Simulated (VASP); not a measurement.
# InP (Fm-3m) in VASP: further runs, part 2 of 2

VASP 6.6.1. Earlier steps stand in the parts before.

## Step 5: Single point, PBE+D4

This run uses another cell than the first one, of 20.42 Å³/atom, 0.908 times its volume.

File INCAR:

```
PREC = Accurate
ENCUT = 520
EDIFF = 1E-6
ISMEAR = -1
SIGMA = 0.05
LREAL = F
LASPH = T
NELM = 100
ALGO = Normal
ISIF = 2
LWAVE = F
LCHARG = F
GGA = PE
IVDW = 13
NBANDS = 16
```

File KPOINTS:

```
regular mesh
0
Gamma
  8 8 8
```

File POSCAR:

```
InP
1.0
    0.0000000000      2.7333268105      2.7333268105
    2.7333268105      0.0000000000      2.7333268105
    2.7333268105      2.7333268105      0.0000000000
In P
1 1
Direct
    0.0000000000      0.0000000000      0.0000000000
    0.5000000000      0.5000000000      0.5000000000
```

Potentials or basis: VASP PAW PBE potentials, release 64 (In_d, P).

Run with:

```console
> cat potpaw_PBE.64/In_d/POTCAR potpaw_PBE.64/P/POTCAR > POTCAR
> mpirun -np 1 vasp_std > vasp.out
```

OUTCAR:

```text
PREC = Accurate
   ENCUT = 520
   EDIFF = 1E-6
   ISMEAR = -1
   LREAL = F
   LASPH = T
   NELM = 100
   ISIF = 2
   GGA = PE
   IVDW = 13

 ion  position               nearest neighbor table
   1  0.000  0.000  0.000-   2 2.73   2 2.73   2 2.73   2 2.73   2 2.73   2 2.73
   2  0.500  0.500  0.500-   1 2.73   1 2.73   1 2.73   1 2.73   1 2.73   1 2.73

  LATTYP: Found a face centered cubic cell.
 ALAT       =     5.4666536210

  Lattice vectors:

 A1 = (   0.0000000000,   2.7333268105,   2.7333268105)
 A2 = (   2.7333268105,   0.0000000000,   2.7333268105)
 A3 = (   2.7333268105,   2.7333268105,   0.0000000000)

Analysis of symmetry for initial positions (statically):
=====================================================================
 Subroutine PRICEL returns:
 Original cell was already a primitive cell.

 Routine SETGRP: Setting up the symmetry group for a
 face centered cubic supercell.

 Subroutine GETGRP returns: Found 48 space group operations
 (whereof 48 operations were pure point group operations)
 out of a pool of 48 trial point group operations.

The static configuration has the point symmetry O_h .

Analysis of symmetry for dynamics (positions and initial velocities):
=====================================================================
 Subroutine PRICEL returns:
 Original cell was already a primitive cell.

 Routine SETGRP: Setting up the symmetry group for a
 face centered cubic supercell.

 Subroutine GETGRP returns: Found 48 space group operations
 (whereof 48 operations were pure point group operations)
 out of a pool of 48 trial point group operations.

The dynamic configuration has the point symmetry O_h .

 Subroutine INISYM returns: Found 48 space group operations
 (whereof 48 operations are pure point group operations),
 and found     1 'primitive' translations

----------------------------------------------------------------------------------------

                                     Primitive cell
[... 110 lines left out ...]
     AMIX     =   0.40;   BMIX     =  1.00
     AMIX_MAG =   1.60;   BMIX_MAG =  1.00
  volume/ion in A,a.u.               =      20.42       137.81
  Fermi-wavevector in a.u.,A,eV,Ry     =   1.245845  2.354306 21.118017  1.552130
  Thomas-Fermi vector in A             =   2.380049
   LORBIT       =      0    0 simple, 1 ext, 2 COOP (PROOUT), +10 PAW based schemes
   GGA     = PE    functional components
   LHFCALC =     F    Hartree Fock is set to
   AEXX    =    0.0000 exact exchange contribution
   IVDW    =    13    specifies the selected vdW correction
   LEPSILON=     F    determine dielectric tensor
   LRPA    =     F    only Hartree local field effects (RPA)
 non-spin polarized calculation
  energy-cutoff  :      520.00
  volume of cell :       40.84
 maximum number of plane-waves:      1124
 NGX is ok and might be reduce to    30
   NGX = 15   NGY = 15   NGZ = 15

 number of electron      17.9999999 magnetization

 Free energy of the ion-electron system (eV)
  ---------------------------------------------------
  ext. energy  EPLUGINS =         0.00000000
  ---------------------------------------------------
  free energy    TOTEN  =        -7.89905632 eV

  energy without entropy =       -7.88830799  energy(sigma->0) =       -7.89368215

 E-fermi :   7.6435     XC(G=0): -10.5756

 val. band max:        7.5782172002   @ k =   0.3750   0.0000   0.0000
 cond. band min:       7.6480372469   @ k =  -0.3750   0.5000   0.1250
 fundamental gap:      0.0698200468
 Fermi energy:         7.6434538754

 k-point     1 :       0.0000    0.0000    0.0000
  band No.  band energies     occupation
      1      -6.7710      2.00000
      2      -6.7710      2.00000
      3      -6.7493      2.00000
      4      -6.7493      2.00000
      5      -6.7493      2.00000
      6      -4.7729      2.00000
[... 433 lines left out ...]
      3      -6.7354      2.00000
      4      -6.6956      2.00000
      5      -6.6480      2.00000
      6      -2.0070      2.00000
[... 8 lines left out ...]
     15      17.7295      0.00000
     16      20.5048      0.00000

 [... further k-points ...]

------------------------ aborting loop because EDIFF is reached ----------------------------------------

  DFT-D4 for vdW energy calculation

  Edisp (eV):   -0.82489

  FORCE on cell =-STRESS in cart. coord.  units (eV):
  Direction    XX          YY          ZZ          XY          YZ          ZX
  --------------------------------------------------------------------------------------
  -------------------------------------------------------------------------------------
  Total      -0.01297    -0.01297    -0.01297     0.00000     0.00000     0.00000
  in kB      -0.50896    -0.50896    -0.50896     0.00000     0.00000     0.00000
  external pressure =       -0.51 kB  Pullay stress =        0.00 kB

 VOLUME and BASIS-vectors are now :
 -----------------------------------------------------------------------------
  energy-cutoff  :      520.00
  volume of cell :       40.84
      direct lattice vectors                 reciprocal lattice vectors
     0.000000000  2.733326810  2.733326810    -0.182927266  0.182927266  0.182927266
     2.733326810  0.000000000  2.733326810     0.182927266 -0.182927266  0.182927266
     2.733326810  2.733326810  0.000000000     0.182927266  0.182927266 -0.182927266

 POSITION                                       TOTAL-FORCE (eV/Angst)
 -----------------------------------------------------------------------------------
      0.00000      0.00000      0.00000         0.000000      0.000000      0.000000
      2.73333      2.73333      2.73333        -0.000000     -0.000000     -0.000000
 -----------------------------------------------------------------------------------
    total drift:                               -0.000000      0.000000      0.000000

  FREE ENERGIE OF THE ION-ELECTRON SYSTEM (eV)
  ---------------------------------------------------
  free  energy   TOTEN  =        -8.7239509236 eV

  energy  without entropy=       -8.7132025902  energy(sigma->0) =       -8.71857676
```

Run time: 50 s. Hardware: 1 thread of AMD EPYC 7R13, shared host; peak memory 0.15 GiB.

Results:

```
Free energy                : -8.7240 eV
Pressure                   : -0.1 GPa
Band gap on the k mesh     : zero (band 9 reaches 7.84 eV, above the bottom of band 10 at 5.07 eV)
Dispersion energy per atom : -0.412 eV
```

Levels at points of the mesh, in eV from the Fermi level:
| k point | band 6 | band 7 | band 8 | band 9 | band 10 | band 11 | band 12 | band 13 |
| --- | --- | --- | --- | --- | --- | --- | --- | --- |
| (0.00, 0.00, 0.00) | -12.42 | -0.42 | -0.42 | -0.42 | 0.73 | 6.99 | 6.99 | 6.99 |
| (0.50, 0.00, 0.00) | -10.21 | -6.96 | 0.05 | 0.05 | 2.40 | 3.28 | 3.28 | 5.38 |
| (0.50, 0.50, 0.00) | -8.98 | -5.30 | -2.58 | -2.57 | -2.57 | 3.64 | 10.09 | 10.09 |

Caveat: spin-orbit coupling is left out, which moves the levels of the heavy elements; pairwise dispersion overbinds metals, which lowers pressure and volume.

## Step 6: Single point, revPBE

This run uses another cell than the first one, of 21.62 Å³/atom, 0.961 times its volume.

File INCAR:

```
ALGO     = Normal         # electronic algorithm
EDIFF    = 1E-6           # SCF threshold, eV
ENCUT    = 520            # plane-wave cutoff, eV
GGA      = RE             # functional
ISIF     = 2              # what is computed and relaxed
ISMEAR   = -1             # smearing method
LASPH    = True           # aspherical terms in the spheres
LCHARG   = True           # write CHGCAR
LELF     = True           # ELF
LREAL    = False          # projectors in reciprocal space
LVHAR    = True         
LWAVE    = False          # write WAVECAR
NBANDS   = 16             # bands
NELM     = 80             # most SCF steps
PREC     = Accurate       # precision mode
SIGMA    = 0.05           # smearing width, eV
```

File KPOINTS:

```
k-points
0
Gamma
  8 8 8
```

File POSCAR:

```
InP
1.0
    0.0000000000      2.7859179818      2.7859179818
    2.7859179818      0.0000000000      2.7859179818
    2.7859179818      2.7859179818      0.0000000000
In P
1 1
Direct
    0.0000000000      0.0000000000      0.0000000000
    0.5000000000      0.5000000000      0.5000000000
```

Potentials or basis: VASP PAW PBE potentials, release 64 (In_d, P).

Run with:

```console
> cat potpaw_PBE.64/In_d/POTCAR potpaw_PBE.64/P/POTCAR > POTCAR
> mpirun -np 1 vasp_std > vasp.out
```

OUTCAR:

```text
EDIFF = 1E-6
   ENCUT = 520
   GGA = RE
   ISIF = 2
   ISMEAR = -1
   LASPH = True
   LREAL = False
   NELM = 80
   PREC = Accurate

 ion  position               nearest neighbor table
   1  0.000  0.000  0.000-   2 2.79   2 2.79   2 2.79   2 2.79   2 2.79   2 2.79
   2  0.500  0.500  0.500-   1 2.79   1 2.79   1 2.79   1 2.79   1 2.79   1 2.79

  LATTYP: Found a face centered cubic cell.
 ALAT       =     5.5718359636

  Lattice vectors:

 A1 = (   0.0000000000,   2.7859179818,   2.7859179818)
 A2 = (   2.7859179818,   0.0000000000,   2.7859179818)
 A3 = (   2.7859179818,   2.7859179818,   0.0000000000)

Analysis of symmetry for initial positions (statically):
=====================================================================
 Subroutine PRICEL returns:
 Original cell was already a primitive cell.

 Routine SETGRP: Setting up the symmetry group for a
 face centered cubic supercell.

 Subroutine GETGRP returns: Found 48 space group operations
 (whereof 48 operations were pure point group operations)
 out of a pool of 48 trial point group operations.

The static configuration has the point symmetry O_h .

Analysis of symmetry for dynamics (positions and initial velocities):
=====================================================================
 Subroutine PRICEL returns:
 Original cell was already a primitive cell.

 Routine SETGRP: Setting up the symmetry group for a
 face centered cubic supercell.

 Subroutine GETGRP returns: Found 48 space group operations
 (whereof 48 operations were pure point group operations)
 out of a pool of 48 trial point group operations.

The dynamic configuration has the point symmetry O_h .

 Subroutine INISYM returns: Found 48 space group operations
 (whereof 48 operations are pure point group operations),
 and found     1 'primitive' translations

----------------------------------------------------------------------------------------

[... 105 lines left out ...]
   EMIN   =  10.00;   EMAX   =-10.00  energy-range for DOS
   EFERMI =   0.00;   METHOD = LEGACY
   ISMEAR =    -1;   SIGMA  =   0.05  broadening in eV -4-tet -1-fermi 0-gaus
   EFERMI_NEDOS =   21; number of points for ismear=-14 and -15
   IALGO  =     38    algorithm
   IMIX   =      4    mixing-type and parameters
     AMIX     =   0.40;   BMIX     =  1.00
     AMIX_MAG =   1.60;   BMIX_MAG =  1.00
  volume/ion in A,a.u.               =      21.62       145.92
  Fermi-wavevector in a.u.,A,eV,Ry     =   1.222327  2.309863 20.328231  1.494083
  Thomas-Fermi vector in A             =   2.357478
   LORBIT       =      0    0 simple, 1 ext, 2 COOP (PROOUT), +10 PAW based schemes
   GGA     = RE    functional components
   LHFCALC =     F    Hartree Fock is set to
   AEXX    =    0.0000 exact exchange contribution
   IVDW    =     0    specifies the selected vdW correction
   LEPSILON=     F    determine dielectric tensor
   LRPA    =     F    only Hartree local field effects (RPA)
 non-spin polarized calculation
  energy-cutoff  :      520.00
  volume of cell :       43.24
 maximum number of plane-waves:      1211
 NGX is ok and might be reduce to    30
   NGX = 15   NGY = 15   NGZ = 15

 number of electron      18.0000006 magnetization

 Free energy of the ion-electron system (eV)
  ---------------------------------------------------
  ext. energy  EPLUGINS =         0.00000000
  ---------------------------------------------------
  free energy    TOTEN  =        -7.29368105 eV

  energy without entropy =       -7.28248864  energy(sigma->0) =       -7.28808485

 E-fermi :   6.9956     XC(G=0): -10.2431

 val. band max:        6.9805807843   @ k =  -0.3750   0.5000   0.1250
 cond. band min:       7.0352474480   @ k =   0.5000   0.0000   0.0000
 fundamental gap:      0.0546666637
 Fermi energy:         6.9955709637

 k-point     1 :       0.0000    0.0000    0.0000
  band No.  band energies     occupation
      1      -7.3653      2.00000
      2      -7.3653      2.00000
      3      -7.3494      2.00000
      4      -7.3494      2.00000
      5      -7.3494      2.00000
      6      -4.9658      2.00000
[... 433 lines left out ...]
      3      -7.3353      2.00000
      4      -7.3043      2.00000
      5      -7.2665      2.00000
      6      -2.4717      2.00000
[... 8 lines left out ...]
     15      16.9132      0.00000
     16      19.5543      0.00000

 [... further k-points ...]
[... 5 lines left out ...]
  --------------------------------------------------------------------------------------
  -------------------------------------------------------------------------------------
  Total       -0.0251756     -0.0251756     -0.0251756      0.0000000     -0.0000000     -0.0000000
  in kB       -0.9327308     -0.9327308     -0.9327308      0.0000000     -0.0000000     -0.0000000
  external PRESSURE =      -0.9327308 kB  Pullay stress =       0.0000000 kB

 VOLUME and BASIS-vectors are now :
 -----------------------------------------------------------------------------
  energy-cutoff  :      520.00
  volume of cell :       43.24
      direct lattice vectors                 reciprocal lattice vectors
     0.000000000  2.785917982  2.785917982    -0.179474056  0.179474056  0.179474056
     2.785917982  0.000000000  2.785917982     0.179474056 -0.179474056  0.179474056
     2.785917982  2.785917982  0.000000000     0.179474056  0.179474056 -0.179474056

 POSITION                                       TOTAL-FORCE (eV/Angst)
 -----------------------------------------------------------------------------------
      0.00000      0.00000      0.00000         0.000000      0.000000     -0.000000
      2.78592      2.78592      2.78592        -0.000000      0.000000      0.000000
 -----------------------------------------------------------------------------------
    total drift:                               -0.000000      0.000000      0.000000

  FREE ENERGIE OF THE ION-ELECTRON SYSTEM (eV)
  ---------------------------------------------------
  free  energy   TOTEN  =        -7.2936810515 eV

  energy  without entropy=       -7.2824886395  energy(sigma->0) =       -7.28808485
```

OSZICAR:

```text
N       E                     dE             d eps       ncg     rms          rms(c)
DAV:   1     0.109953428040E+03    0.10995E+03   -0.84373E+03   944   0.133E+03
DAV:   2    -0.116593683641E+01   -0.11112E+03   -0.10563E+03  1136   0.312E+02
DAV:   3    -0.744253031226E+01   -0.62766E+01   -0.62241E+01  1184   0.689E+01
DAV:   4    -0.760083662841E+01   -0.15831E+00   -0.15827E+00  1240   0.113E+01
DAV:   5    -0.760741988496E+01   -0.65833E-02   -0.65831E-02  1288   0.195E+00    0.487E+00
DAV:   6    -0.730436326509E+01    0.30306E+00   -0.51436E-01  1392   0.115E+01    0.290E+00
DAV:   7    -0.729288218791E+01    0.11481E-01   -0.10189E-01  1400   0.270E+00    0.122E+00
DAV:   8    -0.729379823085E+01   -0.91604E-03   -0.12612E-02  1304   0.155E+00    0.174E-01
DAV:   9    -0.729366148143E+01    0.13675E-03   -0.22540E-03  1432   0.762E-01    0.988E-02
DAV:  10    -0.729365871062E+01    0.27708E-05   -0.15597E-04  1128   0.112E-01    0.540E-02
DAV:  11    -0.729367992056E+01   -0.21210E-04   -0.73937E-05  1304   0.741E-02    0.133E-02
DAV:  12    -0.729368111644E+01   -0.11959E-05   -0.10218E-05  1064   0.249E-02    0.140E-02
DAV:  13    -0.729368105146E+01    0.64981E-07   -0.47434E-07   752   0.622E-03
   1 F= -.72936811E+01 E0= -.72880848E+01  d E =-.111924E-01
```

It took 59 s on 1 thread of AMD EPYC 7R13, shared host; peak memory 0.14 GiB.

What came out:

```
Free energy            : -7.2937 eV
Pressure               : -0.1 GPa
Band gap on the k mesh : zero (band 9 reaches 7.18 eV, above the bottom of band 10 at 4.63 eV)
```

Caveat: the PAW data sets were made with another functional, which shifts forces and pressure a little; spin-orbit coupling is left out, which moves the levels of the heavy elements.

## Step 7: The runs side by side

```tsv
level	potentials or basis	cell	gap on the mesh (eV)	pressure (GPa)
LDA	VASP PAW LDA potentials, release 64 (In_d, P)	a = 3.993 Å, angles 60.0°, 2 atoms	none	-8.2
PBEsol	VASP PAW PBE potentials, release 64 (In_d, P)	a = 3.993 Å, angles 60.0°, 2 atoms	none	-6.7
PBE+D3(BJ)	VASP PAW PBE potentials, release 64 (In_d, P)	a = 3.865 Å, angles 60.0°, 2 atoms	none	0.0
PBE+D4	VASP PAW PBE potentials, release 64 (In_d, P)	a = 3.866 Å, angles 60.0°, 2 atoms	none	-0.1
revPBE	VASP PAW PBE potentials, release 64 (In_d, P)	a = 3.940 Å, angles 60.0°, 2 atoms	none	-0.1
```

Alike in all rows: task single point; no spin polarisation; k mesh 8 × 8 × 8; cutoff (eV) 520; smearing fermi-dirac 0.05 eV.

Caveats: spin-orbit coupling is left out, which moves the levels of the heavy elements; the PAW data sets were made with another functional, which shifts forces and pressure a little (some runs); pairwise dispersion overbinds metals, which lowers pressure and volume (some runs).

Total energies depend on the potentials used, so only differences within one code and one set of settings carry meaning.
